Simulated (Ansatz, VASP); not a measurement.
**Two plane-wave programs on Be2NbP3**

```
Be Nb P
1.0
     5.08045    0.00000    0.00000
    -2.54022    4.39980    0.00000
     0.00000    0.00000    3.36994
Be Nb P
2 1 3
Direct
  0.33333 0.66667 0.00000
  0.66667 0.33333 0.00000
  0.00000 0.00000 0.00000
  0.50000 0.00000 0.50000
  0.50000 0.50000 0.50000
  0.00000 0.50000 0.50000
```

Change from the starting cell: species swapped into the YCo3B2 type (P6/mmm, No. 191).

Alike in both runs: functional PBE; k mesh 9 × 9 × 12; occupations gaussian, width 0.1 eV; no spin polarisation.

Ansatz relaxed the structure, and its values are those at the end. VASP's run is a single point on that final structure, the one shown.

```csv
,VASP,Ansatz
version,VASP 6.6.1,Ansatz 0.2.0
potentials or method,"VASP PAW PBE potentials, release 64 (Be, Nb_sv, P), cutoff 520 eV","scalar-relativistic, plane waves, PAW"
valence electrons in the cell,32,32
```

|  | VASP | Ansatz | Ansatz less VASP |
| --- | --- | --- | --- |
| gap on the k mesh at the Fermi level (eV) | none | none | - |
| pressure (GPa) | -0.2 | 0.0 | +0.15 |

A gap of «none» marks a metal or a gap that the smearing closes. With one functional, cell and mesh, what is left measures potentials, basis and numerics.
